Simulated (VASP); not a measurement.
# Mg2Be (P4_2/mnm) in VASP: a series of runs, part 2 of 3

VASP 6.6.1. The steps go on from the part before.

## (5) Relaxation of cell and atoms, PBE

The input, INCAR:

```
SYSTEM = Mg2Be
PREC = Accurate ; ENCUT = 600
EDIFF = 1E-7 ; ISMEAR = 0
SIGMA = 0.1 ; LREAL = .False.
LASPH = .True. ; NELM = 60
ALGO = Fast ; ISIF = 3
LWAVE = .False. ; LCHARG = .False.
GGA = PE ; IBRION = 2
NSW = 90 ; EDIFFG = -0.04
```

The input, KPOINTS:

```
Automatic mesh
0
Gamma
  4 4 6
  0 0 0
```

The input, POSCAR:

```
Mg2Be
1.0
    5.2915599671      0.0000000000      0.0000000000
    0.0000000000      5.2915599671      0.0000000000
    0.0000000000      0.0000000000      3.4082990733
Mg Be
4 2
Direct
    0.3060000000      0.3060000000      0.0000000000
    0.1940000000      0.8060000000      0.5000000000
    0.6940000000      0.6940000000      0.0000000000
    0.8060000000      0.1940000000      0.5000000000
    0.0000000000      0.0000000000      0.0000000000
    0.5000000000      0.5000000000      0.5000000000
```

Potentials or basis: VASP PAW PBE potentials, release 64 (Mg, Be).

Started as:

```sh
cat potpaw_PBE.64/Mg/POTCAR potpaw_PBE.64/Be/POTCAR > POTCAR
mpirun -np 1 vasp_std > vasp.out
```

OUTCAR:

```text
SYSTEM = Mg2Be
   PREC = Accurate
   ENCUT = 600
   EDIFF = 1E-7
   ISMEAR = 0
   LREAL = .False.
   LASPH = .True.
   NELM = 60
   ISIF = 3
   GGA = PE
   IBRION = 2
   NSW = 90
   EDIFFG = -0.04

 ion  position               nearest neighbor table
   1  0.306  0.306  0.000-   6 2.24   6 2.24   5 2.29   3 2.90   4 3.20   2 3.20   4 3.20   2 3.20
                             2 3.20   2 3.20   4 3.20   4 3.20
   2  0.194  0.806  0.500-   5 2.24   5 2.24   6 2.29   4 2.90   1 3.20   1 3.20   3 3.20   3 3.20
                             1 3.20   1 3.20   3 3.20   3 3.20
   3  0.694  0.694  0.000-   6 2.24   6 2.24   5 2.29   1 2.90   4 3.20   2 3.20   4 3.20   2 3.20
                             4 3.20   4 3.20   2 3.20   2 3.20
   4  0.806  0.194  0.500-   5 2.24   5 2.24   6 2.29   2 2.90   3 3.20   1 3.20   3 3.20   1 3.20
                             3 3.20   3 3.20   1 3.20   1 3.20
   5  0.000  0.000  0.000-   2 2.24   4 2.24   2 2.24   4 2.24   3 2.29   1 2.29
   6  0.500  0.500  0.500-   1 2.24   3 2.24   1 2.24   3 2.24   2 2.29   4 2.29

  LATTYP: Found a simple tetragonal cell.
[... 317 lines left out ...]

------------------------ aborting loop because EDIFF is reached ----------------------------------------
[... 75 lines left out ...]
--------------------------------------- Ionic step       22  -------------------------------------------

 number of electron      12.0000000 magnetization

 Free energy of the ion-electron system (eV)
  ---------------------------------------------------
  ext. energy  EPLUGINS =         0.00000000
  ---------------------------------------------------
  free energy    TOTEN  =       -10.84179076 eV

  energy without entropy =      -10.81972500  energy(sigma->0) =      -10.83075788

 E-fermi :   2.3501     XC(G=0):  -8.3304

 val. band max:        2.3318595849   @ k =   0.5000   0.2500   0.3333
 cond. band min:       2.3506979360   @ k =   0.2500   0.2500   0.5000
 fundamental gap:      0.0188383511
 Fermi energy:         2.3501035484

 k-point     1 :       0.0000    0.0000    0.0000
  band No.  band energies     occupation
      1      -4.7969      2.00000
      2      -2.5849      2.00000
      3      -1.6144      2.00000
      4      -1.6144      2.00000
      5       0.5397      2.00000
      6       0.9453      2.00000
      7       0.9453      2.00000
      8       2.6455      0.00003
      9       2.7631      0.00000
     10       9.5507      0.00000
[... 330 lines left out ...]
  FREE ENERGIE OF THE ION-ELECTRON SYSTEM (eV)
  ---------------------------------------------------
  free  energy   TOTEN  =       -10.8417907584 eV

  energy  without entropy=      -10.8197250002  energy(sigma->0) =      -10.83075788

 reached required accuracy - stopping structural energy minimisation
```

OSZICAR:

```text
N       E                     dE             d eps       ncg     rms          rms(c)
DAV:   1     0.167103872856E+02    0.16710E+02   -0.46109E+03   480   0.104E+03
DAV:   2    -0.898072380398E+01   -0.25691E+02   -0.24868E+02   706   0.106E+02
DAV:   3    -0.100885532564E+02   -0.11078E+01   -0.10439E+01   634   0.218E+01
[... 218 lines left out ...]
RMM:   3    -0.108418015181E+02    0.56775E-04   -0.12210E-04   480   0.604E-02    0.125E-02
RMM:   4    -0.108417903805E+02    0.11138E-04   -0.19423E-05   480   0.365E-02    0.176E-03
RMM:   5    -0.108417904161E+02   -0.35569E-07   -0.36564E-06   493   0.147E-02    0.873E-04
RMM:   6    -0.108417907514E+02   -0.33534E-06   -0.52283E-07   440   0.602E-03    0.162E-04
RMM:   7    -0.108417907584E+02   -0.70511E-08   -0.91714E-08   311   0.289E-03
  22 F= -.10841791E+02 E0= -.10830758E+02  d E =-.726715E-01
```

CONTCAR:

```text
Mg2Be
   1.00000000000000
     6.5589053738920340   -0.0000000000000000    0.0000000000000000
    -0.0000000000000001    6.5589053738920340    0.0000000000000000
     0.0000000000000000    0.0000000000000000    2.8704627500726105
  Mg              Be
     4     2
Direct
     0.2704043567192659    0.2704043567192659    0.0000000000000000
     0.2295956432807340    0.7704043567192660    0.5000000000000000
     0.7295956432807340    0.7295956432807340    0.0000000000000000
     0.7704043567192660    0.2295956432807340    0.5000000000000000
     0.0000000000000000    0.0000000000000000    0.0000000000000000
     0.5000000000000000    0.5000000000000000    0.5000000000000000

  0.00000000E+00  0.00000000E+00  0.00000000E+00
  0.00000000E+00  0.00000000E+00  0.00000000E+00
  0.00000000E+00  0.00000000E+00  0.00000000E+00
  0.00000000E+00  0.00000000E+00  0.00000000E+00
  0.00000000E+00  0.00000000E+00  0.00000000E+00
  0.00000000E+00  0.00000000E+00  0.00000000E+00
```

It took 8.6 min on 1 thread of Intel Xeon 8259CL, shared host; peak memory 0.23 GiB.

Results:

```
Free energy                           : -10.8418 eV
Relaxed volume                        : 20.58 Å³/atom
Relaxed cell                          : a = 6.559 Å, b = 6.559 Å, c = 2.870 Å, α = 90.00°, β = 90.00°, γ = 90.00°
Space group after relaxing (to 0.1 Å) : P4_2/mnm (No. 136)
Energy gained by relaxing             : 391.5 meV/atom
Ionic steps                           : 22
Pressure after relaxing               : 0.0 GPa
Largest force after relaxing          : 0.018 eV/Å
Band gap on the k mesh                : zero (bands 6 and 7 overlap by 2.04 eV)
```

Forces in eV/Å, atoms in the order of the input:
```
Mg   0.013  0.013  0.000
Mg  -0.013  0.013  0.000
Mg  -0.013 -0.013  0.000
Mg   0.013 -0.013  0.000
Be   0.000  0.000  0.000
Be   0.000  0.000  0.000
```

Step by step:
```csv
step,energy change (eV),largest force (eV/Å),pressure (GPa),volume (Å³)
1,0.0000,0.9454,20.47,95.43
2,-1.8257,0.0845,1.41,126.35
3,-1.8453,0.0096,-0.39,132.68
4,-1.8472,0.0250,-0.02,131.25
5,-1.8467,0.0340,0.20,130.46
6,-1.8645,0.0920,0.13,130.62
7,-1.9162,0.2376,0.05,131.03
8,-1.9260,0.4888,0.06,131.37
9,-1.9347,0.4069,0.05,131.32
10,-1.9463,0.3909,-0.04,131.52
11,-1.9773,0.3575,-0.37,132.07
12,-2.0522,0.3076,-1.08,132.91
13,-2.2240,0.1177,-2.41,133.54
14,-0.7223,0.4088,1.49,130.16
15,-2.2489,0.0104,-2.55,133.51
16,-2.2570,0.0487,-2.60,133.48
17,-2.2707,0.0885,-2.49,132.73
18,-2.2766,0.1201,-2.36,132.00
19,-2.2923,0.1095,-2.12,130.96
20,-2.3284,0.0752,-1.35,127.88
21,-2.3466,0.0058,0.51,121.87
22,-2.3493,0.0184,-0.04,123.49
```

Final structure:
```
CELL_PARAMETERS angstrom
6.55891 0.00000 0.00000
0.00000 6.55891 0.00000
0.00000 0.00000 2.87046
ATOMIC_POSITIONS crystal
Mg 0.27040 0.27040 0.00000
Mg 0.22960 0.77040 0.50000
Mg 0.72960 0.72960 0.00000
Mg 0.77040 0.22960 0.50000
Be 0.00000 0.00000 0.00000
Be 0.50000 0.50000 0.50000
```

Caveat: the volume moved by over 15 % at a fixed basis, so the end points are rough.

(Part 2 of 3 ends here.)

The gap in the log of VASP goes by the Fermi energy; the results here count the filled bands.